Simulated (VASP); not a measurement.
**Pb3S: single point with PBE**

Pb3S:

```
Pb S
1.0
     4.83047    0.00000    0.00000
     0.00000    4.83047    0.00000
     0.00000    0.00000    4.83047
Pb S
3 1
Cartesian
  2.4152 2.4152 0.0000
  0.0000 2.4152 2.4152
  2.4152 0.0000 2.4152
  0.0000 0.0000 0.0000
```

* Program: VASP 6.6.1
* Task: single point
* Functional: PBE
* Potentials or basis: VASP PAW PBE potentials, release 64 (Pb_d, S)
* Cutoff: 520 eV
* k mesh: 4 × 4 × 4
* Occupations: gaussian, width 0.1 eV
* Spin: no spin polarisation
* Dipole correction: no
* Further INCAR settings: ALGO = Normal; EDIFF = 1e-06; NBANDS = 32

| Property | Result |
| --- | --- |
| Pressure | 0.4 GPa |
| Band gap on the k mesh | zero (band 24 reaches 8.12 eV, above the bottom of band 25 at 6.25 eV) |

Levels at points of the mesh, in eV from the Fermi level:
```csv
k point,band 21,band 22,band 23,band 24,band 25,band 26,band 27,band 28
"(0.00, 0.00, 0.00)",-3.61,-3.61,0.05,0.05,0.05,2.88,2.88,2.88
"(0.50, 0.00, 0.00)",-2.59,-1.57,-1.12,-1.12,0.71,1.83,1.97,2.50
"(0.50, 0.50, 0.00)",-2.11,-2.05,-1.85,-0.72,0.86,0.86,0.87,3.18
"(0.50, 0.50, 0.50)",-4.41,-4.41,-4.18,1.65,1.65,1.65,6.32,6.32
```

Run time: 28 s on 1 thread of Intel Xeon 6975P-C (shared host), peak memory 0.21 GiB.

Caveat: spin-orbit coupling is left out, which moves the levels of the heavy elements.
